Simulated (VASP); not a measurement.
# Si (Cm) in VASP: notebook

The runs below take Si through single point, with PBE.

Program: VASP 6.6.1. These are calculated values, not measurements. Logs are shortened: lines on timing, memory, paths and dates and some standing lists are left out, and cuts for length are marked.

## Step 1: The cell of the first run

Symmetry: Cm, No. 8, monoclinic system. Conventional cell: a = 6.636 Å, b = 3.831 Å, c = 6.333 Å, α = 90.00°, β = 90.00°, γ = 90.00°. Within 2.8 Å of Si (site symmetry m) lie 4 Si at 2.09 to 2.74 Å. Si (site symmetry m) has 4 Si at 2.35 to 2.37 Å within 3.1 Å. Within 2.8 Å of Si (site symmetry m) lie 4 Si at 2.09 to 2.35 Å. Si (site symmetry m) has 4 Si at 2.35 to 2.74 Å within 3.1 Å.

## Step 2: Single point, PBE (atom 1 (Si) moved by (-0.300, +0.300) A along y and z)

INCAR

```
PREC = Accurate ; ENCUT = 520
EDIFF = 1E-7 ; ISMEAR = 0
SIGMA = 0.05 ; LREAL = F
LASPH = T ; NELM = 100
ALGO = Normal ; ISIF = 2
LWAVE = F ; LCHARG = F
GGA = PE ; NBANDS = 16
```

KPOINTS

```
regular mesh
0
Gamma
  12 12 6
```

POSCAR

```
Si
1.0
    3.8313174605      0.0000000000      0.0000000000
   -1.9156587303      3.3180182508      0.0000000000
    0.0000000000      0.0000000000      6.3326220002
Si
4
Direct
    0.2881256254      0.5762512508      0.1103832419
    0.6666666667      0.3333333333      0.5630095000
    0.3333333333      0.6666666667      0.4369905000
    0.6666666667      0.3333333333      0.9369905000
```

Potentials or basis: VASP PAW PBE potentials, release 64 (Si).

On the command line:

```sh
$ cat potpaw_PBE.64/Si/POTCAR > POTCAR
$ mpirun -np 1 vasp_std > vasp.out
```

OUTCAR:

```text
PREC = Accurate
   ENCUT = 520
   EDIFF = 1E-7
   ISMEAR = 0
   LREAL = F
   LASPH = T
   NELM = 100
   ISIF = 2
   GGA = PE

 ion  position               nearest neighbor table
   1  0.288  0.576  0.110-   3 2.09   4 2.35   4 2.35   4 2.74
   2  0.667  0.333  0.563-   3 2.35   3 2.35   3 2.35   4 2.37
   3  0.333  0.667  0.437-   1 2.09   2 2.35   2 2.35   2 2.35
   4  0.667  0.333  0.937-   1 2.35   1 2.35   2 2.37   1 2.74

  LATTYP: Found a hexagonal cell.
 ALAT       =     3.8313174605
 C/A-ratio  =     1.6528575524

  Lattice vectors:

 A1 = (   3.8313174605,   0.0000000000,   0.0000000000)
 A2 = (  -1.9156587303,   3.3180182508,   0.0000000000)
 A3 = (   0.0000000000,   0.0000000000,   6.3326220002)

Analysis of symmetry for initial positions (statically):
=====================================================================
 Subroutine PRICEL returns:
 Original cell was already a primitive cell.

 Routine SETGRP: Setting up the symmetry group for a
 hexagonal supercell.

 Subroutine GETGRP returns: Found  2 space group operations
 (whereof  2 operations were pure point group operations)
 out of a pool of 24 trial point group operations.

The static configuration has the point symmetry C_1h.

Analysis of symmetry for dynamics (positions and initial velocities):
=====================================================================
 Subroutine PRICEL returns:
 Original cell was already a primitive cell.

 Routine SETGRP: Setting up the symmetry group for a
 hexagonal supercell.

 Subroutine GETGRP returns: Found  2 space group operations
 (whereof  2 operations were pure point group operations)
 out of a pool of 24 trial point group operations.

The dynamic configuration has the point symmetry C_1h.

 Subroutine INISYM returns: Found  2 space group operations
 (whereof  2 operations are pure point group operations),
 and found     1 'primitive' translations

----------------------------------------------------------------------------------------

                                     Primitive cell

  volume of cell :      80.5027

  direct lattice vectors                    reciprocal lattice vectors
     3.831317461  0.000000000  0.000000000     0.261006823  0.150692360  0.000000000
    -1.915658730  3.318018251  0.000000000     0.000000000  0.301384720  0.000000000
     0.000000000  0.000000000  6.332622000     0.000000000  0.000000000  0.157912473

  length of vectors
     3.831317461  3.831317461  6.332622000     0.301384720  0.301384720  0.157912473

  position of ions in fractional coordinates (direct lattice)
     0.288125625  0.576251251  0.110383242
     0.666666667  0.333333333  0.563009500
     0.333333333  0.666666667  0.436990500
     0.666666667  0.333333333  0.936990500

  ion indices of the primitive-cell ions
   primitive index   ion index
                 1           1
                 2           2
                 3           3
                 4           4

----------------------------------------------------------------------------------------

 KPOINTS: regular mesh

Automatic generation of k-mesh.
 Grid dimensions read from file:
 generate k-points for:   12   12    6

 Generating k-lattice:

  Cartesian coordinates                     Fractional coordinates (reciprocal lattice)
     0.021750569  0.012557697  0.000000000     0.083333333  0.000000000  0.000000000
     0.000000000  0.025115393  0.000000000     0.000000000  0.083333333  0.000000000
     0.000000000  0.000000000  0.026318745     0.000000000  0.000000000  0.166666667

  Length of vectors
     0.025115393  0.025115393  0.026318745

  Shift w.r.t. Gamma in fractional coordinates (k-lattice)
     0.000000000  0.000000000  0.000000000

 Subroutine IBZKPT returns following result:
 ===========================================

 Found    242 irreducible k-points:

 Following reciprocal coordinates:
            Coordinates               Weight
  0.000000  0.000000  0.000000      1.000000
  0.083333  0.000000  0.000000      4.000000
  0.000000  0.083333  0.000000      2.000000
  0.166667  0.000000  0.000000      4.000000
  0.000000  0.166667  0.000000      2.000000
  0.250000  0.000000  0.000000      4.000000
[... 16 lines left out ...]
 -0.083333  0.416667  0.000000      4.000000
 -0.416667  0.333333  0.000000      4.000000
 [... further k-points ...]
   k-points           NKPTS =    242   k-points in BZ     NKDIM =    242   number of bands    NBANDS=     16
   number of dos      NEDOS =    301   number of ions     NIONS =      4
   total plane-waves  NPLWV =  37632
   dimension x,y,z NGX =    28 NGY =   28 NGZ =   48
   dimension x,y,z NGXF=    56 NGYF=   56 NGZF=   96
   ions per type =               4
   NGX,Y,Z   is equivalent  to a cutoff of  12.15, 12.15, 12.60 a.u.
   NGXF,Y,Z  is equivalent  to a cutoff of  24.30, 24.30, 25.20 a.u.
 SYSTEM =  unknown system
   PREC   = accura    normal or accurate (medium, high low for compatibility)
   ISTART =      0    job   : 0-new  1-cont  2-samecut
   ICHARG =      2    charge: 1-file 2-atom 10-const
   ISPIN  =      1    spin polarized calculation?
   LNONCOLLINEAR =      F non collinear calculations
   LSORBIT =      F    spin-orbit coupling
   LASPH  =      T    aspherical Exc in radial PAW
   ENCUT  =  520.0 eV  38.22 Ry    6.18 a.u.   7.12  7.12 11.77*2*pi/ulx,y,z
   NELM   =    100;   NELMIN=  2; NELMDL= -5     # of ELM steps
   EDIFF  = 0.1E-06   stopping-criterion for ELM
   LREAL  =      F    real-space projection
   EDIFFG = 0.1E-05   stopping-criterion for IOM
   NSW    =      0    number of steps for IOM
   IBRION =     -1    ionic relax: 0-MD 1-quasi-New 2-CG
   NFREE  =      0    steps in history (QN), initial steepest desc. (CG)
   ISIF   =      2    stress and relaxation
   ISYM   =      2    0-nonsym 1-usesym 2-fastsym
   POTIM  = 0.5000    time-step for ionic-motion
   TEBEG  =    0.0;   TEEND  =   0.0 temperature during run
   PSTRESS=    0.0 pullay stress
   NELECT =      16.0000    total number of electrons
   NUPDOWN=      -1.0000    fix difference up-down
   EMIN   =  10.00;   EMAX   =-10.00  energy-range for DOS
   EFERMI =   0.00;   METHOD = LEGACY
   ISMEAR =     0;   SIGMA  =   0.05  broadening in eV -4-tet -1-fermi 0-gaus
   EFERMI_NEDOS =   21; number of points for ismear=-14 and -15
   IALGO  =     38    algorithm
   IMIX   =      4    mixing-type and parameters
     AMIX     =   0.40;   BMIX     =  1.00
     AMIX_MAG =   1.60;   BMIX_MAG =  1.00
  volume/ion in A,a.u.               =      20.13       135.81
  Fermi-wavevector in a.u.,A,eV,Ry     =   0.955384  1.805414 12.418837  0.912759
  Thomas-Fermi vector in A             =   2.084217
   LORBIT       =      0    0 simple, 1 ext, 2 COOP (PROOUT), +10 PAW based schemes
   GGA     = PE    functional components
   LHFCALC =     F    Hartree Fock is set to
   AEXX    =    0.0000 exact exchange contribution
   IVDW    =     0    specifies the selected vdW correction
   LEPSILON=     F    determine dielectric tensor
   LRPA    =     F    only Hartree local field effects (RPA)
 non-spin polarized calculation
 Gauss-broadening in eV      SIGMA  =   0.05
  energy-cutoff  :      520.00
  volume of cell :       80.50
 maximum number of plane-waves:      2208
   NGX = 15   NGY = 15   NGZ = 23

 number of electron      16.0000000 magnetization

 Free energy of the ion-electron system (eV)
  ---------------------------------------------------
  ext. energy  EPLUGINS =         0.00000000
  ---------------------------------------------------
  free energy    TOTEN  =       -20.63394053 eV

  energy without entropy =      -20.63278893  energy(sigma->0) =      -20.63336473

 E-fermi :   6.4482     XC(G=0):  -9.4097

 val. band max:        6.4480977162   @ k =   0.0000  -0.3333   0.1667
 cond. band min:       6.4522715578   @ k =   0.4167   0.0000   0.5000
 fundamental gap:      0.0041738417
 Fermi energy:         6.4481570638

 k-point     1 :       0.0000    0.0000    0.0000
  band No.  band energies     occupation
      1      -6.3351      2.00000
      2      -3.5750      2.00000
      3      -1.8171      2.00000
      4       4.2046      2.00000
      5       4.6256      2.00000
      6       4.8561      2.00000
[... 8 lines left out ...]
     15      10.6650      0.00000
     16      11.9022      0.00000

 k-point     2 :       0.0833    0.0000    0.0000
  band No.  band energies     occupation
      1      -6.2555      2.00000
      2      -3.4922      2.00000
      3      -1.7799      2.00000
      4       3.6261      2.00000
      5       4.3768      2.00000
      6       4.7774      2.00000
[... 8 lines left out ...]
     15      10.5870      0.00000
     16      11.6058      0.00000

 k-point     3 :       0.0000    0.0833    0.0000
  band No.  band energies     occupation
      1      -6.2582      2.00000
      2      -3.4977      2.00000
      3      -1.7761      2.00000
      4       3.9065      2.00000
      5       4.0635      2.00000
      6       4.8017      2.00000
[... 8 lines left out ...]
     15      10.7711      0.00000
     16      11.5521      0.00000

 k-point     4 :       0.1667    0.0000    0.0000
  band No.  band energies     occupation
      1      -6.0189      2.00000
      2      -3.2453      2.00000
      3      -1.6935      2.00000
      4       2.5305      2.00000
      5       3.8895      2.00000
      6       4.3752      2.00000
[... 8 lines left out ...]
     15      11.4281      0.00000
     16      11.4970      0.00000
[... 324 lines left out ...]
 k-point    22 :       0.3333    0.0833    0.0000
  band No.  band energies     occupation
      1      -4.7866      2.00000
      2      -2.1963      2.00000
      3      -1.8507      2.00000
      4       0.8891      2.00000
      5       1.3372      2.00000
      6       2.6776      2.00000
[... 8 lines left out ...]
     15      12.3612      0.00000
     16      13.2757      0.00000

 k-point    23 :      -0.0833    0.4167    0.0000
  band No.  band energies     occupation
      1      -4.8776      2.00000
      2      -2.1984      2.00000
      3      -1.7788      2.00000
      4       0.6780      2.00000
      5       2.1094      2.00000
      6       2.5437      2.00000
[... 8 lines left out ...]
     15      12.5040      0.00000
     16      13.3565      0.00000

 k-point    24 :      -0.4167    0.3333    0.0000
  band No.  band energies     occupation
      1      -4.7602      2.00000
      2      -2.2137      2.00000
      3      -1.8487      2.00000
      4       0.8946      2.00000
      5       1.2352      2.00000
      6       2.6605      2.00000
[... 8 lines left out ...]
     15      12.5107      0.00000
     16      13.2044      0.00000

 [... further k-points ...]

------------------------ aborting loop because EDIFF is reached ----------------------------------------

  FORCE on cell =-STRESS in cart. coord.  units (eV):
  Direction    XX          YY          ZZ          XY          YZ          ZX
  --------------------------------------------------------------------------------------
  -------------------------------------------------------------------------------------
  Total        0.6562641     -1.1549073      6.1669082      0.0000000      1.9063310     -0.0000000
  in kB       13.0610696    -22.9851447    122.7347646      0.0000000     37.9400961     -0.0000000
  external PRESSURE =      37.6035631 kB  Pullay stress =       0.0000000 kB

 VOLUME and BASIS-vectors are now :
 -----------------------------------------------------------------------------
  energy-cutoff  :      520.00
  volume of cell :       80.50
      direct lattice vectors                 reciprocal lattice vectors
     3.831317461  0.000000000  0.000000000     0.261006823  0.150692360  0.000000000
    -1.915658730  3.318018251  0.000000000     0.000000000  0.301384720  0.000000000
     0.000000000  0.000000000  6.332622000     0.000000000  0.000000000  0.157912473

 POSITION                                       TOTAL-FORCE (eV/Angst)
 -----------------------------------------------------------------------------------
     -0.00000      1.91201      0.69902        -0.000000      0.864893     -5.165024
      1.91566      1.10601      3.56533        -0.000000      0.089418      0.391721
     -0.00000      2.21201      2.76730        -0.000000      0.304942      3.588843
      1.91566      1.10601      5.93361         0.000000     -1.259253      1.184461
 -----------------------------------------------------------------------------------
    total drift:                                0.000000     -0.000037      0.000022

  FREE ENERGIE OF THE ION-ELECTRON SYSTEM (eV)
  ---------------------------------------------------
  free  energy   TOTEN  =       -20.6339405257 eV

  energy  without entropy=      -20.6327889340  energy(sigma->0) =      -20.63336473
```

Run time: 6.5 min. Hardware: 1 thread of Intel Xeon 8259CL, shared host; peak memory 0.34 GiB.

What came out:

```
Free energy            : -20.6339 eV
Pressure               : 3.8 GPa
Largest force          : 5.237 eV/Å
Band gap on the k mesh : zero (bands 8 and 9 overlap by 0.71 eV)
```

Forces in eV/Å, atoms in the order of the input:
```
Si   0.000  0.865 -5.165
Si   0.000  0.089  0.392
Si   0.000  0.305  3.589
Si   0.000 -1.259  1.184
```

Stress tensor (GPa, compression positive):
```
 1.31  0.00  0.00
 0.00 -2.30  3.79
 0.00  3.79 12.27
```

Caveat: the cell differs from its parent crystal (atom 1 (Si) moved by (-0.300, +0.300) A along y and z); the stress differs along the axes, from -2 to 12 GPa; semilocal functionals underestimate gaps, and a narrow one can read as zero; forces of over 1 eV/Å act on the atoms, so gaps and moduli don't describe the material at rest.

## Step 3: Single point, PBE (atom 1 (Si) moved by (+0.300, -0.300) A along y and z)

INCAR

```
SYSTEM = Si
PREC = Accurate
ENCUT = 520
EDIFF = 1E-6
ISMEAR = 0
SIGMA = 0.05
LREAL = .False.
LASPH = .True.
NELM = 100
ALGO = Normal
ISIF = 2
LWAVE = .False.
LCHARG = .True.
GGA = PE
LELF = .True.
LVHAR = .True.
NBANDS = 16
```

KPOINTS

```
regular mesh
0
Gamma
  12 12 6
  0 0 0
```

POSCAR, as its differences from that of step 2:

```diff
@@ -8,3 +8,3 @@
 Direct
-    0.2881256254      0.5762512508      0.1103832419
+    0.3785410413      0.7570820825      0.0156357581
     0.6666666667      0.3333333333      0.5630095000
```

Potentials or basis: VASP PAW PBE potentials, release 64 (Si).

On the command line:

```sh
$ cat potpaw_PBE.64/Si/POTCAR > POTCAR
$ mpirun -np 1 vasp_std > vasp.out
```

Run time: 6.5 min. Hardware: 1 thread of Intel Xeon 8259CL, shared host; peak memory 0.34 GiB.

The run converged. Its results:

```
Free energy            : -20.1428 eV
Pressure               : 6.0 GPa
Largest force          : 8.357 eV/Å
Band gap on the k mesh : zero (bands 8 and 9 overlap by 0.54 eV)
```

Forces on the atoms (eV/Å):
```
Si   0.000 -7.562  3.558
Si   0.000 -0.064 -0.447
Si   0.000  0.269 -1.127
Si   0.000  7.357 -1.984
```

Stress tensor (GPa, compression positive):
```
-0.94  0.00  0.00
 0.00 20.46 -4.95
 0.00 -4.95 -1.42
```

Levels at points of the mesh, in eV from the Fermi level:
| k point | band 6 | band 7 | band 8 | band 9 | band 10 | band 11 |
| --- | --- | --- | --- | --- | --- | --- |
| (0.00, 0.00, 0.00) | -0.41 | 0.30 | 0.32 | 0.93 | 1.14 | 1.98 |
| (0.50, 0.00, 0.00) | -3.33 | -2.30 | -1.65 | -0.19 | 2.04 | 3.19 |
| (0.00, 0.50, 0.00) | -3.04 | -3.03 | -1.47 | 0.54 | 2.51 | 3.72 |
| (0.00, 0.00, 0.50) | -0.79 | -0.67 | -0.32 | 1.03 | 1.37 | 2.06 |
| (0.50, 0.00, 0.50) | -2.56 | -2.11 | -1.60 | 0.14 | 1.08 | 1.37 |
| (0.00, 0.50, 0.50) | -2.31 | -2.09 | -1.53 | 0.38 | 1.11 | 1.47 |

Caveat: the cell differs from its parent crystal (atom 1 (Si) moved by (+0.300, -0.300) A along y and z); the stress differs along the axes, from -1 to 20 GPa; semilocal functionals underestimate gaps, and a narrow one can read as zero; forces of over 1 eV/Å act on the atoms, so gaps and moduli don't describe the material at rest.

(Part 1 of 2 ends here.)

The gap in the log of VASP goes by the Fermi energy; the results here count the filled bands.